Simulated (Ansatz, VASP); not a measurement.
One calculation of TiO2, two programs

```
Ti O
1.0
    -1.89250    1.89250    4.75700
     1.89250   -1.89250    4.75700
     1.89250    1.89250   -4.75700
Ti O
2 4
Direct
  0.00000 0.00000 0.00000
  0.75000 0.25000 0.50000
  0.20660 0.20660 0.00000
  0.95660 0.45660 0.50000
  0.54340 0.04340 0.50000
  0.79340 0.79340 0.00000
```

Alike in both runs: task single point; functional PBE; k mesh 6 × 6 × 6; occupations gaussian, width 0.1 eV; collinear spin; Hubbard terms Ti d U = 4.0 eV.

|  | VASP | Ansatz |
| --- | --- | --- |
| version | VASP 6.6.1 | Ansatz 0.2.0 |
| potentials or method | VASP PAW PBE potentials, release 64 (Ti_sv, O), cutoff 520 eV | scalar-relativistic, plane waves, PAW |
| valence electrons in the cell | 48 | 48 |

Ansatz gave:

```
gap on the k mesh at the Fermi level (eV)                     : 2.75
least direct gap on the mesh (eV)                             : 3.03
pressure (GPa)                                                : 9.3
traceless stress, the component that is largest in VASP (GPa) : 2.32
rms of the force components (eV/Å)                            : 0.143
net moment per atom (μB)                                      : 0.00
```

Which values does VASP return?

gap on the k mesh at the Fermi level (eV): 2.78; least direct gap on the mesh (eV): 3.07; pressure (GPa): 14.2; traceless stress, the component that is largest in VASP (GPa): 1.86; rms of the force components (eV/Å): 0.229; net moment per atom (μB): 0.00.

The programs project onto different local orbitals, so the same U acts differently, and such runs can settle in different states. Atom by atom the forces differ by 0.085 eV/Å (rms over components). Ansatz's warnings: seeded moment not kept.
